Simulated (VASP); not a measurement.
# SnTe (Imm2) in VASP: further runs

SnTe is run at these levels: PBE; tasks: single point.

Everything below comes from runs of VASP 6.6.1. Logs are shortened: lines on timing, memory, paths and dates and some standing lists are left out, and cuts for length are marked.

## Step 1: The cell of the first run

Symmetry: Imm2, No. 44, orthorhombic system. The conventional cell has a = 4.464 Å, b = 6.313 Å, c = 4.464 Å, α = 90.00°, β = 90.00°, γ = 90.00°. Within 4.1 Å of Sn (site symmetry mm2) lie 6 Te at 3.13 to 3.18 Å. Te (site symmetry mm2) has 6 Sn at 3.13 to 3.18 Å within 4.1 Å.

## Step 2: Single point, PBE

Input file INCAR:

```
  PREC = Accurate
  ENCUT = 520
  EDIFF = 1E-6
  ISMEAR = 0
  SIGMA = 0.03
  LREAL = False
  LASPH = True
  NELM = 80
  ALGO = Normal
  ISIF = 2
  LWAVE = False
  LCHARG = False
  GGA = PE
  NBANDS = 17
```

Input file KPOINTS:

```
regular mesh
0
Gamma
  10 10 10
```

Input file POSCAR:

```
SnTe
1.0
    0.0000000000      3.1565000000      3.1565000000
    3.1565000000      0.0000000000      3.1565000000
    3.1565000000      3.1565000000      0.0000000000
Sn Te
1 1
Direct
    0.0000000000      0.0000000000      0.0000000000
    0.5000000000      0.5000000000      0.5084006033
```

Potentials or basis: VASP PAW PBE potentials, release 64 (Sn_d, Te).

Launch:

```
cat potpaw_PBE.64/Sn_d/POTCAR potpaw_PBE.64/Te/POTCAR > POTCAR
mpirun -np 1 vasp_std > vasp.out
```

OUTCAR:

```text
PREC = Accurate
   ENCUT = 520
   EDIFF = 1E-6
   ISMEAR = 0
   LREAL = False
   LASPH = True
   NELM = 80
   ISIF = 2
   GGA = PE

 ion  position               nearest neighbor table
   1  0.000  0.000  0.000-   2 3.13   2 3.13   2 3.16   2 3.16   2 3.18   2 3.18
   2  0.500  0.500  0.508-   1 3.13   1 3.13   1 3.16   1 3.16   1 3.18   1 3.18

  LATTYP: Found a face centered cubic cell.
 ALAT       =     6.3130000000

  Lattice vectors:

 A1 = (   0.0000000000,   3.1565000000,   3.1565000000)
 A2 = (   3.1565000000,   0.0000000000,   3.1565000000)
 A3 = (   3.1565000000,   3.1565000000,   0.0000000000)

Analysis of symmetry for initial positions (statically):
=====================================================================
 Subroutine PRICEL returns:
 Original cell was already a primitive cell.

 Routine SETGRP: Setting up the symmetry group for a
 face centered cubic supercell.

 Subroutine GETGRP returns: Found  4 space group operations
 (whereof  4 operations were pure point group operations)
 out of a pool of 48 trial point group operations.

The static configuration has the point symmetry C_2v.

Analysis of symmetry for dynamics (positions and initial velocities):
=====================================================================
 Subroutine PRICEL returns:
 Original cell was already a primitive cell.

 Routine SETGRP: Setting up the symmetry group for a
 face centered cubic supercell.

 Subroutine GETGRP returns: Found  4 space group operations
 (whereof  4 operations were pure point group operations)
 out of a pool of 48 trial point group operations.

The dynamic configuration has the point symmetry C_2v.

 Subroutine INISYM returns: Found  4 space group operations
 (whereof  4 operations are pure point group operations),
 and found     1 'primitive' translations

----------------------------------------------------------------------------------------

                                     Primitive cell

  volume of cell :      62.8995

  direct lattice vectors                    reciprocal lattice vectors
     0.000000000  3.156500000  3.156500000    -0.158403295  0.158403295  0.158403295
     3.156500000  0.000000000  3.156500000     0.158403295 -0.158403295  0.158403295
     3.156500000  3.156500000  0.000000000     0.158403295  0.158403295 -0.158403295

  length of vectors
     4.463965110  4.463965110  4.463965110     0.274362555  0.274362555  0.274362555

  position of ions in fractional coordinates (direct lattice)
     0.000000000  0.000000000  0.000000000
     0.500000000  0.500000000  0.508400603

  ion indices of the primitive-cell ions
   primitive index   ion index
                 1           1
                 2           2

----------------------------------------------------------------------------------------

 KPOINTS: regular mesh

Automatic generation of k-mesh.
 Grid dimensions read from file:
 generate k-points for:   10   10   10

 Generating k-lattice:

  Cartesian coordinates                     Fractional coordinates (reciprocal lattice)
    -0.015840329  0.015840329  0.015840329     0.100000000  0.000000000  0.000000000
     0.015840329 -0.015840329  0.015840329     0.000000000  0.100000000  0.000000000
     0.015840329  0.015840329 -0.015840329     0.000000000  0.000000000  0.100000000

  Length of vectors
     0.027436255  0.027436255  0.027436255

  Shift w.r.t. Gamma in fractional coordinates (k-lattice)
     0.000000000  0.000000000  0.000000000

 Subroutine IBZKPT returns following result:
 ===========================================

 Found    171 irreducible k-points:

 Following reciprocal coordinates:
            Coordinates               Weight
  0.000000  0.000000  0.000000      1.000000
  0.100000  0.000000  0.000000      4.000000
  0.000000  0.000000  0.100000      4.000000
  0.200000  0.000000  0.000000      4.000000
  0.000000  0.000000  0.200000      4.000000
  0.300000  0.000000  0.000000      4.000000
[... 16 lines left out ...]
  0.000000  0.400000  0.100000      8.000000
  0.100000  0.000000  0.400000      8.000000
 [... further k-points ...]
   k-points           NKPTS =    171   k-points in BZ     NKDIM =    171   number of bands    NBANDS=     17
   number of dos      NEDOS =    301   number of ions     NIONS =      2
   total plane-waves  NPLWV =  46656
   dimension x,y,z NGX =    36 NGY =   36 NGZ =   36
   dimension x,y,z NGXF=    72 NGYF=   72 NGZF=   72
   ions per type =               1   1
   NGX,Y,Z   is equivalent  to a cutoff of  13.41, 13.41, 13.41 a.u.
   NGXF,Y,Z  is equivalent  to a cutoff of  26.81, 26.81, 26.81 a.u.
 SYSTEM =  unknown system
   PREC   = accura    normal or accurate (medium, high low for compatibility)
   ISTART =      0    job   : 0-new  1-cont  2-samecut
   ICHARG =      2    charge: 1-file 2-atom 10-const
   ISPIN  =      1    spin polarized calculation?
   LNONCOLLINEAR =      F non collinear calculations
   LSORBIT =      F    spin-orbit coupling
   LASPH  =      T    aspherical Exc in radial PAW
   ENCUT  =  520.0 eV  38.22 Ry    6.18 a.u.   8.30  8.30  8.30*2*pi/ulx,y,z
   NELM   =     80;   NELMIN=  2; NELMDL= -5     # of ELM steps
   EDIFF  = 0.1E-05   stopping-criterion for ELM
   LREAL  =      F    real-space projection
   EDIFFG = 0.1E-04   stopping-criterion for IOM
   NSW    =      0    number of steps for IOM
   IBRION =     -1    ionic relax: 0-MD 1-quasi-New 2-CG
   NFREE  =      0    steps in history (QN), initial steepest desc. (CG)
   ISIF   =      2    stress and relaxation
   ISYM   =      2    0-nonsym 1-usesym 2-fastsym
   POTIM  = 0.5000    time-step for ionic-motion
   TEBEG  =    0.0;   TEEND  =   0.0 temperature during run
   PSTRESS=    0.0 pullay stress
   NELECT =      20.0000    total number of electrons
   NUPDOWN=      -1.0000    fix difference up-down
   EMIN   =  10.00;   EMAX   =-10.00  energy-range for DOS
   EFERMI =   0.00;   METHOD = LEGACY
   ISMEAR =     0;   SIGMA  =   0.03  broadening in eV -4-tet -1-fermi 0-gaus
   EFERMI_NEDOS =   21; number of points for ismear=-14 and -15
   IALGO  =     38    algorithm
   IMIX   =      4    mixing-type and parameters
     AMIX     =   0.40;   BMIX     =  1.00
     AMIX_MAG =   1.60;   BMIX_MAG =  1.00
  volume/ion in A,a.u.               =      31.45       212.23
  Fermi-wavevector in a.u.,A,eV,Ry     =   1.117384  2.111549 16.987507  1.248547
  Thomas-Fermi vector in A             =   2.254006
   LORBIT       =      0    0 simple, 1 ext, 2 COOP (PROOUT), +10 PAW based schemes
   GGA     = PE    functional components
   LHFCALC =     F    Hartree Fock is set to
   AEXX    =    0.0000 exact exchange contribution
   IVDW    =     0    specifies the selected vdW correction
   LEPSILON=     F    determine dielectric tensor
   LRPA    =     F    only Hartree local field effects (RPA)
 non-spin polarized calculation
 Gauss-broadening in eV      SIGMA  =   0.03
  energy-cutoff  :      520.00
  volume of cell :       62.90
 maximum number of plane-waves:      1717
 NGX is ok and might be reduce to    36
   NGX = 17   NGY = 17   NGZ = 17

 number of electron      19.9999999 magnetization

 Free energy of the ion-electron system (eV)
  ---------------------------------------------------
  ext. energy  EPLUGINS =         0.00000000
  ---------------------------------------------------
  free energy    TOTEN  =        -7.54697648 eV

  energy without entropy =       -7.54696241  energy(sigma->0) =       -7.54696945

 E-fermi :   6.9464     XC(G=0):  -9.4698

 val. band max:        6.9086829322   @ k =   0.5000   0.0000   0.0000
 cond. band min:       6.9840186339   @ k =   0.5000   0.0000   0.0000
 fundamental gap:      0.0753357017
 Fermi energy:         6.9463508131

 k-point     1 :       0.0000    0.0000    0.0000
  band No.  band energies     occupation
      1     -15.0077      2.00000
      2     -15.0076      2.00000
      3     -15.0022      2.00000
      4     -15.0022      2.00000
      5     -15.0021      2.00000
      6      -5.8753      2.00000
[... 9 lines left out ...]
     16      11.6618      0.00000
     17      13.7331      0.00000

 k-point     2 :       0.1000    0.0000    0.0000
  band No.  band energies     occupation
      1     -15.0081      2.00000
      2     -15.0080      2.00000
      3     -15.0020      2.00000
      4     -15.0017      2.00000
      5     -15.0016      2.00000
      6      -5.7914      2.00000
[... 9 lines left out ...]
     16      11.8652      0.00000
     17      14.3864      0.00000

 k-point     3 :       0.0000    0.0000    0.1000
  band No.  band energies     occupation
      1     -15.0081      2.00000
      2     -15.0080      2.00000
      3     -15.0020      2.00000
      4     -15.0017      2.00000
      5     -15.0016      2.00000
      6      -5.7914      2.00000
[... 9 lines left out ...]
     16      11.8649      0.00000
     17      14.3851      0.00000

 k-point     4 :       0.2000    0.0000    0.0000
  band No.  band energies     occupation
      1     -15.0093      2.00000
      2     -15.0092      2.00000
      3     -15.0016      2.00000
      4     -15.0001      2.00000
      5     -15.0000      2.00000
      6      -5.5488      2.00000
[... 9 lines left out ...]
     16      12.4398      0.00000
     17      15.8174      0.00000
[... 343 lines left out ...]
      1     -15.0135      2.00000
      2     -15.0104      2.00000
      3     -15.0008      2.00000
      4     -14.9970      2.00000
      5     -14.9957      2.00000
      6      -4.8621      2.00000
[... 9 lines left out ...]
     16      14.9614      0.00000
     17      16.7715      0.00000

 k-point    23 :       0.0000    0.4000    0.1000
  band No.  band energies     occupation
      1     -15.0135      2.00000
      2     -15.0104      2.00000
      3     -15.0009      2.00000
      4     -14.9970      2.00000
      5     -14.9957      2.00000
      6      -4.8619      2.00000
[... 9 lines left out ...]
     16      14.9602      0.00000
     17      16.7699      0.00000

 k-point    24 :       0.1000    0.0000    0.4000
  band No.  band energies     occupation
      1     -15.0135      2.00000
      2     -15.0104      2.00000
      3     -15.0009      2.00000
      4     -14.9970      2.00000
      5     -14.9957      2.00000
      6      -4.8629      2.00000
[... 9 lines left out ...]
     16      14.9628      0.00000
     17      16.7742      0.00000

 [... further k-points ...]
[... 5 lines left out ...]
  --------------------------------------------------------------------------------------
  -------------------------------------------------------------------------------------
  Total        0.7764483      0.7764483      0.7690189      0.0033598      0.0000000      0.0000000
  in kB       19.7776995     19.7776995     19.5884555      0.0855803      0.0000000      0.0000000
  external PRESSURE =      19.7146182 kB  Pullay stress =       0.0000000 kB

 VOLUME and BASIS-vectors are now :
 -----------------------------------------------------------------------------
  energy-cutoff  :      520.00
  volume of cell :       62.90
      direct lattice vectors                 reciprocal lattice vectors
     0.000000000  3.156500000  3.156500000    -0.158403295  0.158403295  0.158403295
     3.156500000  0.000000000  3.156500000     0.158403295 -0.158403295  0.158403295
     3.156500000  3.156500000  0.000000000     0.158403295  0.158403295 -0.158403295

 POSITION                                       TOTAL-FORCE (eV/Angst)
 -----------------------------------------------------------------------------------
      0.00000      0.00000      0.00000         0.004538      0.004538     -0.000000
      3.18302      3.18302      3.15650        -0.004538     -0.004538      0.000000
 -----------------------------------------------------------------------------------
    total drift:                               -0.000053     -0.000053     -0.000000

  FREE ENERGIE OF THE ION-ELECTRON SYSTEM (eV)
  ---------------------------------------------------
  free  energy   TOTEN  =        -7.5469764840 eV

  energy  without entropy=       -7.5469624065  energy(sigma->0) =       -7.54696945
```

It took 3.9 min on 1 thread of Intel Xeon 8259CL, shared host; peak memory 0.34 GiB.

Results:

```yaml
Free_energy: -7.5470 eV
Pressure: 2.0 GPa
Largest_force: 0.006 eV/Å
Band_gap_on_the_k_mesh: 0.08 eV
```

Forces on the atoms (eV/Å):
```
Sn   0.005  0.005  0.000
Te  -0.005 -0.005  0.000
```

Levels at points of the mesh, in eV from the valence-band top:
```tsv
k point	band 6	band 7	band 8	band 9	band 10	band 11	band 12	band 13	band 14	band 15
(0.00, 0.00, 0.00)	-12.78	-4.72	-2.15	-2.15	-2.15	3.31	3.31	3.32	4.74	4.75
(0.50, 0.00, 0.00)	-11.52	-8.33	-1.82	-1.82	0.00	0.08	0.36	0.37	7.75	8.73
(0.00, 0.00, 0.50)	-11.52	-8.32	-1.82	-1.81	-0.04	0.12	0.36	0.36	7.74	8.74
(0.50, 0.50, 0.00)	-11.22	-6.48	-5.56	-3.74	-3.73	2.17	4.89	4.89	6.33	8.97
(0.00, 0.50, 0.50)	-11.22	-6.49	-5.55	-3.74	-3.74	2.17	4.89	4.89	6.34	8.97
```

Caveat: spin-orbit coupling is left out, which moves the levels of the heavy elements.

(Part 1 of 2 ends here.)
